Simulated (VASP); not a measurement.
# Sc (P6_3/mmc) in VASP: a series of runs, part 2 of 2

VASP 6.6.1.

## Step 4: Single point, PBEsol

This run uses another cell than the first one, of 23.72 Å³/atom, 1.151 times its volume.

INCAR

```
PREC = Accurate ; ENCUT = 520
EDIFF = 1E-7 ; ISMEAR = -1
SIGMA = 0.1 ; LREAL = F
LASPH = T ; NELM = 100
ALGO = Normal ; ISIF = 2
LWAVE = F ; LCHARG = T
GGA = PS ; LELF = T
LVHAR = T ; NBANDS = 18
```

KPOINTS

```
Automatic mesh
0
Gamma
  14 14 8
```

POSCAR

```
Sc
1.0
    3.2753041364      0.0000000000      0.0000000000
   -1.6376520682      2.8364965872      0.0000000000
    0.0000000000      0.0000000000      5.1058925631
Sc
2
Direct
    0.3333333333      0.6666666667      0.2500000000
    0.6666666667      0.3333333333      0.7500000000
```

Potentials or basis: VASP PAW PBE potentials, release 64 (Sc_sv).

Run with:

```
> cat potpaw_PBE.64/Sc_sv/POTCAR > POTCAR
> mpirun -np 1 vasp_std > vasp.out
```

OUTCAR:

```text
PREC = Accurate
   ENCUT = 520
   EDIFF = 1E-7
   ISMEAR = -1
   LREAL = F
   LASPH = T
   NELM = 100
   ISIF = 2
   GGA = PS

 ion  position               nearest neighbor table
   1  0.333  0.667  0.250-   2 3.18   2 3.18   2 3.18   2 3.18   2 3.18   2 3.18
   2  0.667  0.333  0.750-   1 3.18   1 3.18   1 3.18   1 3.18   1 3.18   1 3.18

  LATTYP: Found a hexagonal cell.
 ALAT       =     3.2753041364
 C/A-ratio  =     1.5589063948

  Lattice vectors:

 A1 = (   3.2753041364,   0.0000000000,   0.0000000000)
 A2 = (  -1.6376520682,   2.8364965872,   0.0000000000)
 A3 = (   0.0000000000,   0.0000000000,   5.1058925631)

Analysis of symmetry for initial positions (statically):
=====================================================================
 Subroutine PRICEL returns:
 Original cell was already a primitive cell.

 Routine SETGRP: Setting up the symmetry group for a
 hexagonal supercell.

 Subroutine GETGRP returns: Found 24 space group operations
 (whereof 12 operations were pure point group operations)
 out of a pool of 24 trial point group operations.

The static configuration has the point symmetry D_3d.
 The point group associated with its full space group is D_6h.

Analysis of symmetry for dynamics (positions and initial velocities):
=====================================================================
 Subroutine PRICEL returns:
 Original cell was already a primitive cell.

 Routine SETGRP: Setting up the symmetry group for a
 hexagonal supercell.

 Subroutine GETGRP returns: Found 24 space group operations
 (whereof 12 operations were pure point group operations)
 out of a pool of 24 trial point group operations.

The dynamic configuration has the point symmetry D_3d.
 The point group associated with its full space group is D_6h.

 Subroutine INISYM returns: Found 24 space group operations
 (whereof 12 operations are pure point group operations),
 and found     1 'primitive' translations

----------------------------------------------------------------------------------------

                                     Primitive cell

  volume of cell :      47.4357

  direct lattice vectors                    reciprocal lattice vectors
     3.275304136  0.000000000  0.000000000     0.305315158  0.176273789  0.000000000
    -1.637652068  2.836496587  0.000000000     0.000000000  0.352547577  0.000000000
     0.000000000  0.000000000  5.105892563     0.000000000  0.000000000  0.195852143

  length of vectors
     3.275304136  3.275304136  5.105892563     0.352547577  0.352547577  0.195852143

  position of ions in fractional coordinates (direct lattice)
     0.333333333  0.666666667  0.250000000
     0.666666667  0.333333333  0.750000000

  ion indices of the primitive-cell ions
   primitive index   ion index
                 1           1
                 2           2

----------------------------------------------------------------------------------------

 KPOINTS: Automatic mesh

Automatic generation of k-mesh.
 Grid dimensions read from file:
 generate k-points for:   14   14    8

 Generating k-lattice:

  Cartesian coordinates                     Fractional coordinates (reciprocal lattice)
     0.021808226  0.012590985  0.000000000     0.071428571  0.000000000  0.000000000
     0.000000000  0.025181970  0.000000000     0.000000000  0.071428571  0.000000000
     0.000000000  0.000000000  0.024481518     0.000000000  0.000000000  0.125000000

  Length of vectors
     0.025181970  0.025181970  0.024481518

  Shift w.r.t. Gamma in fractional coordinates (k-lattice)
     0.000000000  0.000000000  0.000000000

 Subroutine IBZKPT returns following result:
 ===========================================

 Found    120 irreducible k-points:

 Following reciprocal coordinates:
            Coordinates               Weight
  0.000000  0.000000  0.000000      1.000000
  0.071429  0.000000  0.000000      6.000000
  0.142857  0.000000  0.000000      6.000000
  0.214286 -0.000000  0.000000      6.000000
  0.285714  0.000000  0.000000      6.000000
  0.357143  0.000000  0.000000      6.000000
[... 16 lines left out ...]
  0.285714  0.285714  0.000000      6.000000
  0.357143  0.285714  0.000000      6.000000
 [... further k-points ...]
   k-points           NKPTS =    120   k-points in BZ     NKDIM =    120   number of bands    NBANDS=     18
   number of dos      NEDOS =    301   number of ions     NIONS =      2
   total plane-waves  NPLWV =  23040
   dimension x,y,z NGX =    24 NGY =   24 NGZ =   40
   dimension x,y,z NGXF=    48 NGYF=   48 NGZF=   80
   ions per type =               2
   NGX,Y,Z   is equivalent  to a cutoff of  12.18, 12.18, 13.02 a.u.
   NGXF,Y,Z  is equivalent  to a cutoff of  24.36, 24.36, 26.05 a.u.
 SYSTEM =  unknown system
   PREC   = accura    normal or accurate (medium, high low for compatibility)
   ISTART =      0    job   : 0-new  1-cont  2-samecut
   ICHARG =      2    charge: 1-file 2-atom 10-const
   ISPIN  =      1    spin polarized calculation?
   LNONCOLLINEAR =      F non collinear calculations
   LSORBIT =      F    spin-orbit coupling
   LASPH  =      T    aspherical Exc in radial PAW
   ENCUT  =  520.0 eV  38.22 Ry    6.18 a.u.   6.09  6.09  9.49*2*pi/ulx,y,z
   NELM   =    100;   NELMIN=  2; NELMDL= -5     # of ELM steps
   EDIFF  = 0.1E-06   stopping-criterion for ELM
   LREAL  =      F    real-space projection
   EDIFFG = 0.1E-05   stopping-criterion for IOM
   NSW    =      0    number of steps for IOM
   IBRION =     -1    ionic relax: 0-MD 1-quasi-New 2-CG
   NFREE  =      0    steps in history (QN), initial steepest desc. (CG)
   ISIF   =      2    stress and relaxation
   ISYM   =      2    0-nonsym 1-usesym 2-fastsym
   POTIM  = 0.5000    time-step for ionic-motion
   TEBEG  =    0.0;   TEEND  =   0.0 temperature during run
   PSTRESS=    0.0 pullay stress
   NELECT =      22.0000    total number of electrons
   NUPDOWN=      -1.0000    fix difference up-down
   EMIN   =  10.00;   EMAX   =-10.00  energy-range for DOS
   EFERMI =   0.00;   METHOD = LEGACY
   ISMEAR =    -1;   SIGMA  =   0.10  broadening in eV -4-tet -1-fermi 0-gaus
   EFERMI_NEDOS =   21; number of points for ismear=-14 and -15
   IALGO  =     38    algorithm
   IMIX   =      4    mixing-type and parameters
     AMIX     =   0.40;   BMIX     =  1.00
     AMIX_MAG =   1.60;   BMIX_MAG =  1.00
  volume/ion in A,a.u.               =      23.72       160.06
  Fermi-wavevector in a.u.,A,eV,Ry     =   1.267206  2.394672 21.848384  1.605811
  Thomas-Fermi vector in A             =   2.400366
   LORBIT       =      0    0 simple, 1 ext, 2 COOP (PROOUT), +10 PAW based schemes
   GGA     = PS    functional components
   LHFCALC =     F    Hartree Fock is set to
   AEXX    =    0.0000 exact exchange contribution
   IVDW    =     0    specifies the selected vdW correction
   LEPSILON=     F    determine dielectric tensor
   LRPA    =     F    only Hartree local field effects (RPA)
 non-spin polarized calculation
  energy-cutoff  :      520.00
  volume of cell :       47.44
 maximum number of plane-waves:      1300
   NGX = 13   NGY = 13   NGZ = 19

 number of electron      22.0000006 magnetization

 Free energy of the ion-electron system (eV)
  ---------------------------------------------------
  ext. energy  EPLUGINS =         0.00000000
  ---------------------------------------------------
  free energy    TOTEN  =       -13.27392260 eV

  energy without entropy =      -13.15335879  energy(sigma->0) =      -13.21364069

 E-fermi :   3.7986     XC(G=0): -10.1477

 val. band max:        3.7983310419   @ k =   0.3571   0.2857   0.5000
 cond. band min:       3.8020605011   @ k =   0.2143  -0.0000   0.2500
 fundamental gap:      0.0037294592
 Fermi energy:         3.7985508803

 k-point     1 :       0.0000    0.0000    0.0000
  band No.  band energies     occupation
      1     -45.3018      2.00000
      2     -45.2165      2.00000
      3     -24.2626      2.00000
      4     -23.8614      2.00000
      5     -23.8614      2.00000
      6     -23.7853      2.00000
[... 10 lines left out ...]
     17       6.1973      0.00000
     18       6.1973      0.00000

 k-point     2 :       0.0714    0.0000    0.0000
  band No.  band energies     occupation
      1     -45.2990      2.00000
      2     -45.2155      2.00000
      3     -24.2549      2.00000
      4     -23.8762      2.00000
      5     -23.8666      2.00000
      6     -23.8010      2.00000
[... 10 lines left out ...]
     17       6.1016      0.00000
     18       6.1240      0.00000
[... 442 lines left out ...]
 k-point    24 :       0.3571    0.2857    0.0000
  band No.  band energies     occupation
      1     -45.2190      2.00000
      2     -45.2120      2.00000
      3     -24.1170      2.00000
      4     -24.0342      2.00000
      5     -24.0335      2.00000
      6     -23.9846      2.00000
[... 10 lines left out ...]
     17       7.6590      0.00000
     18       7.8221      0.00000

 [... further k-points ...]
[... 5 lines left out ...]
  --------------------------------------------------------------------------------------
  -------------------------------------------------------------------------------------
  Total        0.0037296      0.0037296     -0.0003070     -0.0000000      0.0000000     -0.0000000
  in kB        0.1259712      0.1259712     -0.0103683     -0.0000000      0.0000000     -0.0000000
  external PRESSURE =       0.0805247 kB  Pullay stress =       0.0000000 kB

 VOLUME and BASIS-vectors are now :
 -----------------------------------------------------------------------------
  energy-cutoff  :      520.00
  volume of cell :       47.44
      direct lattice vectors                 reciprocal lattice vectors
     3.275304136  0.000000000  0.000000000     0.305315158  0.176273789  0.000000000
    -1.637652068  2.836496587  0.000000000     0.000000000  0.352547577  0.000000000
     0.000000000  0.000000000  5.105892563     0.000000000  0.000000000  0.195852143

 POSITION                                       TOTAL-FORCE (eV/Angst)
 -----------------------------------------------------------------------------------
     -0.00000      1.89100      1.27647         0.000000      0.000000      0.000000
      1.63765      0.94550      3.82942        -0.000000      0.000000      0.000000
 -----------------------------------------------------------------------------------
    total drift:                               -0.000000      0.000000     -0.000000

  FREE ENERGIE OF THE ION-ELECTRON SYSTEM (eV)
  ---------------------------------------------------
  free  energy   TOTEN  =       -13.2739225964 eV

  energy  without entropy=      -13.1533587858  energy(sigma->0) =      -13.21364069
```

OSZICAR:

```text
N       E                     dE             d eps       ncg     rms          rms(c)
DAV:   1     0.357453083433E+03    0.35745E+03   -0.10975E+04  4328   0.131E+03
DAV:   2     0.485340560804E+01   -0.35260E+03   -0.34658E+03  5160   0.548E+02
DAV:   3    -0.144089861896E+02   -0.19262E+02   -0.18512E+02  7054   0.156E+02
DAV:   4    -0.147599900155E+02   -0.35100E+00   -0.34896E+00  6586   0.190E+01
DAV:   5    -0.147640328049E+02   -0.40428E-02   -0.40414E-02  7356   0.222E+00    0.820E+00
DAV:   6    -0.134595028077E+02    0.13045E+01   -0.29099E+00  5680   0.190E+01    0.244E+00
DAV:   7    -0.132867718634E+02    0.17273E+00   -0.74756E-01  5838   0.873E+00    0.837E-01
DAV:   8    -0.132753812379E+02    0.11391E-01   -0.29607E-02  5198   0.219E+00    0.250E-01
DAV:   9    -0.132739064952E+02    0.14747E-02   -0.73618E-03  6054   0.906E-01    0.171E-02
DAV:  10    -0.132739242458E+02   -0.17751E-04   -0.10003E-04  6334   0.134E-01    0.723E-03
DAV:  11    -0.132739214034E+02    0.28424E-05   -0.30809E-06  7022   0.195E-02    0.190E-03
DAV:  12    -0.132739227744E+02   -0.13710E-05   -0.24488E-07  4462   0.465E-03    0.781E-04
DAV:  13    -0.132739225943E+02    0.18006E-06   -0.21658E-08  3094   0.249E-03    0.983E-05
DAV:  14    -0.132739225964E+02   -0.21223E-08   -0.63333E-09  2874   0.167E-03
   1 F= -.13273923E+02 E0= -.13213641E+02  d E =-.120564E+00
```

stdout:

```text
POSCAR found type information on POSCAR Sc
 POSCAR found :  1 types and       2 ions
 scaLAPACK will be used
 -----------------------------------------------------------------------------
|                                                                             |
|                                                                             |
|     You enforced a specific xc type in the INCAR file but a different       |
|     I HOPE YOU KNOW WHAT YOU ARE DOING!                                     |
|                                                                             |
 -----------------------------------------------------------------------------

 LDA part: xc-table for (Slater+PW92), standard interpolation
 POSCAR, INCAR and KPOINTS ok, starting setup
 FFT: planning ... GRIDC
 FFT: planning ... GRID_SOFT
 FFT: planning ... GRID
 WAVECAR not read
 entering main loop
```

It took 42 s on 1 thread of Intel Xeon 6975P-C (Granite Rapids), shared host; peak memory 0.21 GiB.

Results:

```yaml
Free_energy: -13.2739 eV
Pressure: 0.0 GPa
Band_gap_on_the_k_mesh: zero (band 11 reaches 4.80 eV, above the bottom of band 12 at 3.24 eV)
```

Levels at points of the mesh, in eV from the Fermi level:
```tsv
k point	band 8	band 9	band 10	band 11	band 12	band 13	band 14	band 15
(0.00, 0.00, 0.00)	-27.56	-5.21	-1.70	0.71	1.64	1.64	1.91	2.11
(0.50, 0.00, 0.00)	-27.63	-1.64	-1.10	-0.73	-0.31	1.34	1.37	1.94
(0.00, 0.00, 0.50)	-27.62	-3.61	-3.61	1.00	1.00	1.55	1.55	1.55
(0.50, 0.00, 0.50)	-27.68	-1.53	-1.53	0.08	0.08	1.35	1.35	2.46
```

Caveat: the PAW data sets were made with another functional, which shifts forces and pressure a little.
